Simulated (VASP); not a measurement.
# Cd (Fm-3m) in VASP: notebook

The runs below take Cd through single point, relaxation of cell and atoms, with PBE.

All numbers are computed with VASP 6.6.1; they aren't measurements. Logs are shortened: lines on timing, memory, paths and dates and some standing lists are left out, and cuts for length are marked.

### 1 The cell of the first run

The structure is cubic, space group Fm-3m (No. 225). Conventional cell: a = 4.500 Å, b = 4.500 Å, c = 4.500 Å, α = 90.00°, β = 90.00°, γ = 90.00°. Within 4.2 Å of Cd (site symmetry m-3m) lie 12 Cd at 3.18 Å.

### 2 Single point, PBE

INCAR

```
  PREC = Accurate
  ENCUT = 520
  EDIFF = 1E-6
  ISMEAR = 0
  SIGMA = 0.1
  LREAL = False
  LASPH = True
  NELM = 60
  ALGO = Normal
  ISIF = 2
  LWAVE = False
  LCHARG = True
  GGA = PE
  LELF = True
  LVHAR = True
  NBANDS = 12
```

KPOINTS

```
regular mesh
0
Gamma
  14 14 14
```

POSCAR

```
Cd
1.0
    0.0000000000      2.2499520855      2.2499520855
    2.2499520855      0.0000000000      2.2499520855
    2.2499520855      2.2499520855      0.0000000000
Cd
1
Direct
    0.0000000000      0.0000000000      0.0000000000
```

Potentials or basis: VASP PAW PBE potentials, release 64 (Cd).

Launch:

```
$ cat potpaw_PBE.64/Cd/POTCAR > POTCAR
$ mpirun -np 1 vasp_std > vasp.out
```

OUTCAR:

```text
PREC = Accurate
   ENCUT = 520
   EDIFF = 1E-6
   ISMEAR = 0
   LREAL = False
   LASPH = True
   NELM = 60
   ISIF = 2
   GGA = PE

 ion  position               nearest neighbor table
   1  0.000  0.000  0.000-

  LATTYP: Found a face centered cubic cell.
 ALAT       =     4.4999041710

  Lattice vectors:

 A1 = (   0.0000000000,   2.2499520855,   2.2499520855)
 A2 = (   2.2499520855,   0.0000000000,   2.2499520855)
 A3 = (   2.2499520855,   2.2499520855,   0.0000000000)

Analysis of symmetry for initial positions (statically):
=====================================================================
 Subroutine PRICEL returns:
 Original cell was already a primitive cell.

 Routine SETGRP: Setting up the symmetry group for a
 face centered cubic supercell.

 Subroutine GETGRP returns: Found 48 space group operations
 (whereof 48 operations were pure point group operations)
 out of a pool of 48 trial point group operations.

The static configuration has the point symmetry O_h .

Analysis of symmetry for dynamics (positions and initial velocities):
=====================================================================
 Subroutine PRICEL returns:
 Original cell was already a primitive cell.

 Routine SETGRP: Setting up the symmetry group for a
 face centered cubic supercell.

 Subroutine GETGRP returns: Found 48 space group operations
 (whereof 48 operations were pure point group operations)
 out of a pool of 48 trial point group operations.

The dynamic configuration has the point symmetry O_h .

 Subroutine INISYM returns: Found 48 space group operations
 (whereof 48 operations are pure point group operations),
 and found     1 'primitive' translations

----------------------------------------------------------------------------------------

                                     Primitive cell

  volume of cell :      22.7798

  direct lattice vectors                    reciprocal lattice vectors
     0.000000000  2.249952085  2.249952085    -0.222226955  0.222226955  0.222226955
     2.249952085  0.000000000  2.249952085     0.222226955 -0.222226955  0.222226955
     2.249952085  2.249952085  0.000000000     0.222226955  0.222226955 -0.222226955

  length of vectors
     3.181912754  3.181912754  3.181912754     0.384908376  0.384908376  0.384908376

  position of ions in fractional coordinates (direct lattice)
     0.000000000  0.000000000  0.000000000

  ion indices of the primitive-cell ions
   primitive index   ion index
                 1           1

----------------------------------------------------------------------------------------

 KPOINTS: regular mesh

Automatic generation of k-mesh.
 Grid dimensions read from file:
 generate k-points for:   14   14   14

 Generating k-lattice:

  Cartesian coordinates                     Fractional coordinates (reciprocal lattice)
    -0.015873354  0.015873354  0.015873354     0.071428571  0.000000000  0.000000000
     0.015873354 -0.015873354  0.015873354     0.000000000  0.071428571  0.000000000
     0.015873354  0.015873354 -0.015873354     0.000000000  0.000000000  0.071428571

  Length of vectors
     0.027493455  0.027493455  0.027493455

  Shift w.r.t. Gamma in fractional coordinates (k-lattice)
     0.000000000  0.000000000  0.000000000

 Subroutine IBZKPT returns following result:
 ===========================================

 Found    104 irreducible k-points:

 Following reciprocal coordinates:
            Coordinates               Weight
  0.000000  0.000000  0.000000      1.000000
  0.071429  0.000000  0.000000      8.000000
  0.142857  0.000000  0.000000      8.000000
  0.214286  0.000000  0.000000      8.000000
  0.285714  0.000000  0.000000      8.000000
  0.357143  0.000000  0.000000      8.000000
[... 16 lines left out ...]
  0.214286  0.142857  0.000000     24.000000
  0.285714  0.142857  0.000000     24.000000
 [... further k-points ...]
   k-points           NKPTS =    104   k-points in BZ     NKDIM =    104   number of bands    NBANDS=     12
   number of dos      NEDOS =    301   number of ions     NIONS =      1
   total plane-waves  NPLWV =  13824
   dimension x,y,z NGX =    24 NGY =   24 NGZ =   24
   dimension x,y,z NGXF=    48 NGYF=   48 NGZF=   48
   ions per type =               1
   NGX,Y,Z   is equivalent  to a cutoff of  12.54, 12.54, 12.54 a.u.
   NGXF,Y,Z  is equivalent  to a cutoff of  25.08, 25.08, 25.08 a.u.
 SYSTEM =  unknown system
   PREC   = accura    normal or accurate (medium, high low for compatibility)
   ISTART =      0    job   : 0-new  1-cont  2-samecut
   ICHARG =      2    charge: 1-file 2-atom 10-const
   ISPIN  =      1    spin polarized calculation?
   LNONCOLLINEAR =      F non collinear calculations
   LSORBIT =      F    spin-orbit coupling
   LASPH  =      T    aspherical Exc in radial PAW
   ENCUT  =  520.0 eV  38.22 Ry    6.18 a.u.   5.92  5.92  5.92*2*pi/ulx,y,z
   NELM   =     60;   NELMIN=  2; NELMDL= -5     # of ELM steps
   EDIFF  = 0.1E-05   stopping-criterion for ELM
   LREAL  =      F    real-space projection
   EDIFFG = 0.1E-04   stopping-criterion for IOM
   NSW    =      0    number of steps for IOM
   IBRION =     -1    ionic relax: 0-MD 1-quasi-New 2-CG
   NFREE  =      0    steps in history (QN), initial steepest desc. (CG)
   ISIF   =      2    stress and relaxation
   ISYM   =      2    0-nonsym 1-usesym 2-fastsym
   POTIM  = 0.5000    time-step for ionic-motion
   TEBEG  =    0.0;   TEEND  =   0.0 temperature during run
   PSTRESS=    0.0 pullay stress
   NELECT =      12.0000    total number of electrons
   NUPDOWN=      -1.0000    fix difference up-down
   EMIN   =  10.00;   EMAX   =-10.00  energy-range for DOS
   EFERMI =   0.00;   METHOD = LEGACY
   ISMEAR =     0;   SIGMA  =   0.10  broadening in eV -4-tet -1-fermi 0-gaus
   EFERMI_NEDOS =   21; number of points for ismear=-14 and -15
   IALGO  =     38    algorithm
   IMIX   =      4    mixing-type and parameters
     AMIX     =   0.40;   BMIX     =  1.00
     AMIX_MAG =   1.60;   BMIX_MAG =  1.00
  volume/ion in A,a.u.               =      22.78       153.73
  Fermi-wavevector in a.u.,A,eV,Ry     =   1.322164  2.498528 23.784583  1.748118
  Thomas-Fermi vector in A             =   2.451865
   LORBIT       =      0    0 simple, 1 ext, 2 COOP (PROOUT), +10 PAW based schemes
   GGA     = PE    functional components
   LHFCALC =     F    Hartree Fock is set to
   AEXX    =    0.0000 exact exchange contribution
   IVDW    =     0    specifies the selected vdW correction
   LEPSILON=     F    determine dielectric tensor
   LRPA    =     F    only Hartree local field effects (RPA)
 non-spin polarized calculation
 Gauss-broadening in eV      SIGMA  =   0.10
  energy-cutoff  :      520.00
  volume of cell :       22.78
 maximum number of plane-waves:       636
   NGX = 11   NGY = 11   NGZ = 11

 number of electron      11.9999992 magnetization

 Free energy of the ion-electron system (eV)
  ---------------------------------------------------
  ext. energy  EPLUGINS =         0.00000000
  ---------------------------------------------------
  free energy    TOTEN  =        -0.74736083 eV

  energy without entropy =       -0.74679737  energy(sigma->0) =       -0.74707910

 E-fermi :   2.4926     XC(G=0): -10.7631

 val. band max:        2.3531317375   @ k =  -0.4286   0.4286   0.0000
 cond. band min:       2.5228446187   @ k =   0.5000   0.1429   0.0000
 fundamental gap:      0.1697128812
 Fermi energy:         2.4926036012

 k-point     1 :       0.0000    0.0000    0.0000
  band No.  band energies     occupation
      1      -6.4938      2.00000
      2      -6.4938      2.00000
      3      -6.4938      2.00000
      4      -6.0811      2.00000
      5      -6.0811      2.00000
      6      -5.9413      2.00000
      7      16.2771      0.00000
      8      17.0632      0.00000
      9      17.0632      0.00000
     10      17.0632      0.00000
     11      20.3692      0.00000
     12      20.3692      0.00000

 k-point     2 :       0.0714    0.0000    0.0000
  band No.  band energies     occupation
      1      -6.5066      2.00000
      2      -6.4743      2.00000
      3      -6.4743      2.00000
      4      -6.0855      2.00000
      5      -6.0855      2.00000
      6      -5.8118      2.00000
      7      15.1907      0.00000
      8      16.4743      0.00000
      9      16.8495      0.00000
     10      16.8495      0.00000
     11      20.7374      0.00000
     12      20.7378      0.00000

 k-point     3 :       0.1429    0.0000    0.0000
  band No.  band energies     occupation
      1      -6.5594      2.00000
      2      -6.4297      2.00000
      3      -6.4297      2.00000
      4      -6.0869      2.00000
      5      -6.0869      2.00000
      6      -5.4043      2.00000
      7      12.5633      0.00000
      8      16.3861      0.00000
      9      16.3861      0.00000
     10      16.4335      0.00000
     11      20.6575      0.00000
     12      21.5137      0.00000
[... 286 lines left out ...]
 k-point    23 :       0.2143    0.1429    0.0000
  band No.  band energies     occupation
      1      -6.6533      2.00000
      2      -6.3234      2.00000
      3      -6.2971      2.00000
      4      -6.2942      2.00000
      5      -5.9840      2.00000
      6      -4.7092      2.00000
      7      11.9911      0.00000
      8      13.5207      0.00000
      9      14.8993      0.00000
     10      16.3061      0.00000
     11      16.4781      0.00000
     12      22.6973      0.00000

 k-point    24 :       0.2857    0.1429    0.0000
  band No.  band energies     occupation
      1      -6.7005      2.00000
      2      -6.3821      2.00000
      3      -6.2724      2.00000
      4      -6.2515      2.00000
      5      -5.9104      2.00000
      6      -3.9151      2.00000
      7       9.3870      0.00000
      8      12.9736      0.00000
      9      14.5418      0.00000
     10      15.0047      0.00000
     11      17.9846      0.00000
     12      22.2587      0.00000

 [... further k-points ...]
[... 5 lines left out ...]
  --------------------------------------------------------------------------------------
  -------------------------------------------------------------------------------------
  Total        0.0302739      0.0302739      0.0302739     -0.0000000      0.0000000     -0.0000000
  in kB        2.1292640      2.1292640      2.1292640     -0.0000000      0.0000000     -0.0000000
  external PRESSURE =       2.1292640 kB  Pullay stress =       0.0000000 kB

 VOLUME and BASIS-vectors are now :
 -----------------------------------------------------------------------------
  energy-cutoff  :      520.00
  volume of cell :       22.78
      direct lattice vectors                 reciprocal lattice vectors
     0.000000000  2.249952085  2.249952085    -0.222226955  0.222226955  0.222226955
     2.249952085  0.000000000  2.249952085     0.222226955 -0.222226955  0.222226955
     2.249952085  2.249952085  0.000000000     0.222226955  0.222226955 -0.222226955

 POSITION                                       TOTAL-FORCE (eV/Angst)
 -----------------------------------------------------------------------------------
      0.00000      0.00000      0.00000        -0.000000     -0.000000     -0.000000
 -----------------------------------------------------------------------------------
    total drift:                               -0.000000     -0.000000     -0.000000

  FREE ENERGIE OF THE ION-ELECTRON SYSTEM (eV)
  ---------------------------------------------------
  free  energy   TOTEN  =        -0.7473608305 eV

  energy  without entropy=       -0.7467973747  energy(sigma->0) =       -0.74707910
```

It took 13 s on 1 thread of Intel Xeon Platinum 8488C (Sapphire Rapids), shared host; peak memory 0.15 GiB.

Results:

* Free energy: -0.7474 eV
* Pressure: 0.2 GPa
* Band gap on the k mesh: zero (band 6 reaches 3.93 eV, above the bottom of band 7 at 1.15 eV)

### 3 Relaxation of cell and atoms, PBE

This run uses another cell than the first one, of 21.83 Å³/atom, 0.958 times its volume.

INCAR

```
ALGO = Normal
EDIFF = 1E-6
EDIFFG = -0.02
ENCUT = 600
GGA = PE
IBRION = 2
ISIF = 3
ISMEAR = 0
LASPH = True
LCHARG = False
LREAL = False
LWAVE = False
NELM = 80
NSW = 90
PREC = Accurate
SIGMA = 0.1
```

KPOINTS

```
k-points
0
Gamma
  14 14 14
```

POSCAR

```
Cd
1.0
    0.0000000000      2.2181497500      2.2181497500
    2.2181497500      0.0000000000      2.2181497500
    2.2181497500      2.2181497500      0.0000000000
Cd
1
Direct
    0.0000000000      0.0000000000      0.0000000000
```

Potentials or basis: VASP PAW PBE potentials, release 64 (Cd).

Launch:

```
$ cat potpaw_PBE.64/Cd/POTCAR > POTCAR
$ mpirun -np 1 vasp_std > vasp.out
```

It took 27 s on 1 thread of Intel Xeon Platinum 8488C (Sapphire Rapids), shared host; peak memory 0.17 GiB.

Results (log left out):

| Property | Result |
| --- | --- |
| Free energy | -0.7464 eV |
| Relaxed volume | 22.83 Å³/atom |
| Relaxed cell | a = 3.184 Å, b = 3.184 Å, c = 3.184 Å, α = 60.00°, β = 60.00°, γ = 60.00° |
| Space group after relaxing (to 0.05 Å) | Fm-3m (No. 225) |
| Energy gained by relaxing | 6.9 meV/atom |
| Ionic steps | 2 |
| Pressure after relaxing | 0.0 GPa |
| Band gap on the k mesh | zero (band 6 reaches 3.92 eV, above the bottom of band 7 at 1.13 eV) |

The path:
```tsv
step	energy change (eV)	largest force (eV/Å)	pressure (GPa)	volume (Å³)
1	0.0000	0.0000	2.29	21.83
2	-0.0069	0.0000	0.03	22.83
```

Final structure:
```cif
data_structure
_symmetry_space_group_name_H-M 'P 1'
_symmetry_Int_Tables_number 1
_cell_length_a 3.1842
_cell_length_b 3.1842
_cell_length_c 3.1842
_cell_angle_alpha 60.000
_cell_angle_beta 60.000
_cell_angle_gamma 60.000
_cell_volume 22.83
loop_
_atom_site_label
_atom_site_type_symbol
_atom_site_fract_x
_atom_site_fract_y
_atom_site_fract_z
_atom_site_occupancy
Cd1 Cd 0.00000 0.00000 0.00000 1
```

Levels at points of the mesh, in eV from the Fermi level:
```csv
k point,band 2,band 3,band 4,band 5,band 6,band 7,band 8,band 9,band 10
"(0.00, 0.00, 0.00)",-8.98,-8.98,-8.57,-8.57,-8.42,13.78,14.55,14.55,14.55
"(0.50, 0.00, 0.00)",-8.98,-8.98,-8.23,-8.23,-2.10,-1.35,12.19,12.19,12.90
"(0.50, 0.50, 0.00)",-9.48,-8.25,-8.14,-8.14,-0.65,1.26,6.68,6.68,10.79
```
